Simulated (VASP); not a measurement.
Write the native input for VASP 6.6.1 that does the following.

* Task: single point
* Functional: LDA
* Potentials or basis: VASP PAW LDA potentials, release 64 (Ga_d, N)
* Cutoff: 520 eV
* k mesh: 10 × 10 × 10
* Occupations: gaussian, width 0.01 eV
* Spin: no spin polarisation
* Dipole correction: no
* Further INCAR settings: ALGO = Normal; EDIFF = 1e-06; NBANDS = 16

The structure of GaN lies in POSCAR:

```
GaN
1.0
    0.0000000000      2.1228286953      2.1228286953
    2.1228286953      0.0000000000      2.1228286953
    2.1228286953      2.1228286953      0.0000000000
Ga N
1 1
Direct
    0.0000000000      0.0000000000      0.0000000000
    0.7500000000      0.7500000000      0.7500000000
```

These files were run (other wordings do the same):

INCAR

```
SYSTEM = GaN
ALGO = Normal
EDIFF = 1E-6
ENCUT = 520
GGA = CA
ISIF = 2
ISMEAR = 0
LASPH = .True.
LCHARG = .False.
LREAL = .False.
LWAVE = .False.
NBANDS = 16
NELM = 80
PREC = Accurate
SIGMA = 0.01
```

KPOINTS

```
k-points
0
Gamma
  10 10 10
  0 0 0
```

Potentials or basis: VASP PAW LDA potentials, release 64 (Ga_d, N).

Run with:

```console
$ cat potpaw_LDA.64/Ga_d/POTCAR potpaw_LDA.64/N/POTCAR > POTCAR
$ mpirun -np 1 vasp_std > vasp.out
```

Results of the run:

```
Pressure               : 41.7 GPa
Band gap on the k mesh : 2.90 eV, direct
```

Run time: 36 s on 1 thread of AMD EPYC 7R13, with other jobs on the host, peak memory 0.1 GiB.
